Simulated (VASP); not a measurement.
# MnO (Fm-3m) in VASP: a series of runs

The runs below take MnO through single point, with LDA.

All numbers are computed with VASP 6.6.1; they aren't measurements. Logs are shortened: lines on timing, memory, paths and dates and some standing lists are left out, and cuts for length are marked.

## (1) The cell of the first run

The structure is cubic, space group Fm-3m (No. 225). Conventional cell: a = 4.293 Å, b = 4.293 Å, c = 4.293 Å, α = 90.00°, β = 90.00°, γ = 90.00°. Mn (site symmetry m-3m) has 6 O at 2.15 Å within 2.8 Å. O (site symmetry m-3m) has 6 Mn at 2.15 Å within 2.8 Å.

## (2) Single point, LDA, collinear spin, ferromagnetic start

Input file INCAR:

```
SYSTEM = MnO
PREC = Accurate
ENCUT = 520
EDIFF = 1E-6
ISMEAR = -1
SIGMA = 0.3
LREAL = .False.
LASPH = .True.
NELM = 150
ALGO = Normal
ISIF = 2
LWAVE = .False.
LCHARG = .False.
ISPIN = 2
MAGMOM = 4 0
LORBIT = 11
LMAXMIX = 4
GGA = CA
NBANDS = 20
```

Input file KPOINTS:

```
Automatic mesh
0
Gamma
  10 10 10
  0 0 0
```

Input file POSCAR:

```
MnO
1.0
    0.0000000000      2.1462829020      2.1462829020
    2.1462829020      0.0000000000      2.1462829020
    2.1462829020      2.1462829020      0.0000000000
Mn O
1 1
Direct
    0.0000000000      0.0000000000      0.0000000000
    0.5000000000      0.5000000000      0.5000000000
```

Potentials or basis: VASP PAW LDA potentials, release 64 (Mn_pv, O).

The run is started by

```
cat potpaw_LDA.64/Mn_pv/POTCAR potpaw_LDA.64/O/POTCAR > POTCAR
mpirun -np 1 vasp_std > vasp.out
```

OUTCAR:

```text
SYSTEM = MnO
   PREC = Accurate
   ENCUT = 520
   EDIFF = 1E-6
   ISMEAR = -1
   LREAL = .False.
   LASPH = .True.
   NELM = 150
   ISIF = 2
   ISPIN = 2
   LORBIT = 11
   GGA = CA

 ion  position               nearest neighbor table
   1  0.000  0.000  0.000-   2 2.15   2 2.15   2 2.15   2 2.15   2 2.15   2 2.15
   2  0.500  0.500  0.500-   1 2.15   1 2.15   1 2.15   1 2.15   1 2.15   1 2.15

  LATTYP: Found a face centered cubic cell.
 ALAT       =     4.2925658040

  Lattice vectors:

 A1 = (   0.0000000000,   2.1462829020,   2.1462829020)
 A2 = (   2.1462829020,   0.0000000000,   2.1462829020)
 A3 = (   2.1462829020,   2.1462829020,   0.0000000000)

Analysis of symmetry for initial positions (statically):
=====================================================================
 Subroutine PRICEL returns:
 Original cell was already a primitive cell.

 Routine SETGRP: Setting up the symmetry group for a
 face centered cubic supercell.

 Subroutine GETGRP returns: Found 48 space group operations
 (whereof 48 operations were pure point group operations)
 out of a pool of 48 trial point group operations.

The static configuration has the point symmetry O_h .

Analysis of symmetry for dynamics (positions and initial velocities):
=====================================================================
 Subroutine PRICEL returns:
 Original cell was already a primitive cell.

 Routine SETGRP: Setting up the symmetry group for a
 face centered cubic supercell.

 Subroutine GETGRP returns: Found 48 space group operations
 (whereof 48 operations were pure point group operations)
 out of a pool of 48 trial point group operations.

The dynamic configuration has the point symmetry O_h .

Analysis of structural, dynamic, and magnetic symmetry:
=====================================================================
 Subroutine PRICEL returns:
 Original cell was already a primitive cell.

 Routine SETGRP: Setting up the symmetry group for a
 face centered cubic supercell.

 Subroutine GETGRP returns: Found 48 space group operations
 (whereof 48 operations were pure point group operations)
 out of a pool of 48 trial point group operations.

The overall configuration has the point symmetry O_h .

 Subroutine INISYM returns: Found 48 space group operations
 (whereof 48 operations are pure point group operations),
 and found     1 'primitive' translations

----------------------------------------------------------------------------------------

[... 107 lines left out ...]
   ISMEAR =    -1;   SIGMA  =   0.30  broadening in eV -4-tet -1-fermi 0-gaus
   EFERMI_NEDOS =   21; number of points for ismear=-14 and -15
   IALGO  =     38    algorithm
   IMIX   =      4    mixing-type and parameters
     AMIX     =   0.40;   BMIX     =  1.00
     AMIX_MAG =   1.60;   BMIX_MAG =  1.00
  volume/ion in A,a.u.               =       9.89        66.72
  Fermi-wavevector in a.u.,A,eV,Ry     =   1.615458  3.052773 35.507196  2.609705
  Thomas-Fermi vector in A             =   2.710203
   LORBIT       =     11    0 simple, 1 ext, 2 COOP (PROOUT), +10 PAW based schemes
   GGA     = CA    functional components
   LHFCALC =     F    Hartree Fock is set to
   AEXX    =    0.0000 exact exchange contribution
   IVDW    =     0    specifies the selected vdW correction
   LEPSILON=     F    determine dielectric tensor
   LRPA    =     F    only Hartree local field effects (RPA)
 spin polarized calculation
  energy-cutoff  :      520.00
  volume of cell :       19.77
 maximum number of plane-waves:       547
   NGX = 11   NGY = 11   NGZ = 11

 number of electron      18.9999999 magnetization       3.9390320

 Free energy of the ion-electron system (eV)
  ---------------------------------------------------
  ext. energy  EPLUGINS =         0.00000000
  ---------------------------------------------------
  free energy    TOTEN  =       -17.95964613 eV

  energy without entropy =      -17.54568500  energy(sigma->0) =      -17.75266557

 E-fermi :   8.5130     XC(G=0): -13.0105

 val. band max:        8.5126870508   @ k =   0.4000   0.2000   0.1000
 cond. band min:       8.5274846918   @ k =   0.1000   0.0000   0.0000
 fundamental gap:      0.0147976410
 Fermi energy:         8.5130131917

 spin component 1

 k-point     1 :       0.0000    0.0000    0.0000
  band No.  band energies     occupation
      1     -41.0316      1.00000
      2     -41.0316      1.00000
      3     -41.0316      1.00000
      4     -12.4532      1.00000
      5       4.1875      1.00000
      6       4.1875      1.00000
[... 541 lines left out ...]
     19      35.0330      0.00000
     20      35.9891      0.00000

 [... further k-points ...]

 spin component 2

 k-point     1 :       0.0000    0.0000    0.0000
  band No.  band energies     occupation
      1     -37.4291      1.00000
      2     -37.4291      1.00000
      3     -37.4291      1.00000
      4     -12.0738      1.00000
      5       4.5363      1.00000
      6       4.5363      1.00000
[... 541 lines left out ...]
     19      35.9927      0.00000
     20      37.3248      0.00000

 [... further k-points ...]
[... 5 lines left out ...]
  --------------------------------------------------------------------------------------
  -------------------------------------------------------------------------------------
  Total       -1.2370997     -1.2370997     -1.2370997      0.0000000      0.0000000     -0.0000000
  in kB     -100.2361556   -100.2361556   -100.2361556      0.0000000      0.0000000     -0.0000000
  external PRESSURE =    -100.2361556 kB  Pullay stress =       0.0000000 kB

 VOLUME and BASIS-vectors are now :
 -----------------------------------------------------------------------------
  energy-cutoff  :      520.00
  volume of cell :       19.77
      direct lattice vectors                 reciprocal lattice vectors
     0.000000000  2.146282902  2.146282902    -0.232960902  0.232960902  0.232960902
     2.146282902  0.000000000  2.146282902     0.232960902 -0.232960902  0.232960902
     2.146282902  2.146282902  0.000000000     0.232960902  0.232960902 -0.232960902

 POSITION                                       TOTAL-FORCE (eV/Angst)
 -----------------------------------------------------------------------------------
      0.00000      0.00000      0.00000        -0.000000     -0.000000     -0.000000
      2.14628      2.14628      2.14628         0.000000      0.000000      0.000000
 -----------------------------------------------------------------------------------
    total drift:                                0.000000     -0.000000     -0.000000

  FREE ENERGIE OF THE ION-ELECTRON SYSTEM (eV)
  ---------------------------------------------------
  free  energy   TOTEN  =       -17.9596461320 eV

  energy  without entropy=      -17.5456850032  energy(sigma->0) =      -17.75266557

 total charge

# of ion       s       p       d       tot
------------------------------------------
    1        0.222   6.210   5.079  11.510
    2        1.550   3.411   0.000   4.961
--------------------------------------------------
tot          1.772   9.621   5.079  16.472

 magnetization (x)

# of ion       s       p       d       tot
------------------------------------------
    1        0.025   0.018   3.586   3.629
    2        0.028   0.115   0.000   0.143
--------------------------------------------------
tot          0.053   0.133   3.586   3.772
```

OSZICAR:

```text
N       E                     dE             d eps       ncg     rms          rms(c)
DAV:   1     0.167964387981E+03    0.16796E+03   -0.10269E+04  3792   0.115E+03
DAV:   2    -0.120800223597E+02   -0.18004E+03   -0.16826E+03  3860   0.334E+02
DAV:   3    -0.201979763947E+02   -0.81180E+01   -0.79999E+01  4280   0.757E+01
DAV:   4    -0.202553206234E+02   -0.57344E-01   -0.57329E-01  4284   0.657E+00
DAV:   5    -0.202557650144E+02   -0.44439E-03   -0.44438E-03  4276   0.574E-01    0.154E+01
DAV:   6    -0.184981114108E+02    0.17577E+01   -0.84298E+00  5156   0.358E+01    0.123E+01
DAV:   7    -0.179861883430E+02    0.51192E+00   -0.15243E+00  4576   0.188E+01    0.742E+00
DAV:   8    -0.179699293881E+02    0.16259E-01   -0.14495E-01  4192   0.283E+00    0.448E+00
DAV:   9    -0.179576014850E+02    0.12328E-01   -0.22430E-02  4948   0.180E+00    0.108E+00
DAV:  10    -0.179592231085E+02   -0.16216E-02   -0.74451E-03  4192   0.101E+00    0.508E-01
DAV:  11    -0.179596332143E+02   -0.41011E-03   -0.12236E-03  4944   0.394E-01    0.101E-01
DAV:  12    -0.179596493426E+02   -0.16128E-04   -0.23310E-04  4248   0.111E-01    0.331E-02
DAV:  13    -0.179596469232E+02    0.24194E-05   -0.99261E-06  3876   0.214E-02    0.176E-02
DAV:  14    -0.179596461320E+02    0.79121E-06   -0.43196E-06  4204   0.152E-02
   1 F= -.17959646E+02 E0= -.17752666E+02  d E =-.413961E+00  mag=     3.9388
```

stdout:

```text
POSCAR found type information on POSCAR MnO
 POSCAR found :  2 types and       2 ions
 scaLAPACK will be used
 LDA part: xc-table for (Slater(with rela. corr.)+CA(PZ))
 , standard interpolation
 POSCAR, INCAR and KPOINTS ok, starting setup
 FFT: planning ... GRIDC
 FFT: planning ... GRID_SOFT
 FFT: planning ... GRID
 WAVECAR not read
 entering main loop
```

It took 18 s on 1 thread of Intel Xeon Platinum 8488C (Sapphire Rapids), shared host; peak memory 0.15 GiB.

What came out:

```yaml
Free_energy: -17.9596 eV
Pressure: -10.0 GPa
Net_moment: 3.94 μB per cell
Site_moments: Mn +3.63; O +0.14 μB
Valence_electrons_inside_the_program's_atomic_spheres: Mn 11.51; O 4.96
```

Levels at points of the mesh, in eV from the Fermi level:
Spin up:
```csv
k point,band 8,band 9,band 10,band 11,band 12,band 13,band 14,band 15,band 16,band 17
"(0.00, 0.00, 0.00)",-2.98,-2.98,-2.98,-2.41,-2.41,0.22,14.40,17.30,17.30,17.30
"(0.50, 0.00, 0.00)",-1.85,-1.85,-1.44,0.74,0.74,3.85,8.72,12.65,12.65,20.09
"(0.50, 0.50, 0.00)",-4.26,-1.88,-1.50,-1.50,-1.32,5.95,8.43,11.20,14.84,14.84
```
Spin down:
| k point | band 3 | band 4 | band 5 | band 6 | band 7 | band 8 | band 9 | band 10 | band 11 | band 12 |
| --- | --- | --- | --- | --- | --- | --- | --- | --- | --- | --- |
| (0.00, 0.00, 0.00) | -45.94 | -20.59 | -3.98 | -3.98 | -3.98 | -0.08 | -0.08 | -0.08 | 0.63 | 0.63 |
| (0.50, 0.00, 0.00) | -45.96 | -19.34 | -8.46 | -5.79 | -5.79 | 1.35 | 1.35 | 1.38 | 3.36 | 3.36 |
| (0.50, 0.50, 0.00) | -45.99 | -19.45 | -7.31 | -5.04 | -5.04 | -1.84 | 1.31 | 1.76 | 1.85 | 1.85 |

Caveat: the cell stands under tension; so wide a smearing shifts energies and pressures; a cell with one magnetic atom can't hold antiferromagnetic order, which such compounds often take; semilocal functionals often make such compounds metallic where correlation or magnetic order opens a gap, which also shifts bond lengths.

[end of part 1 of 2]
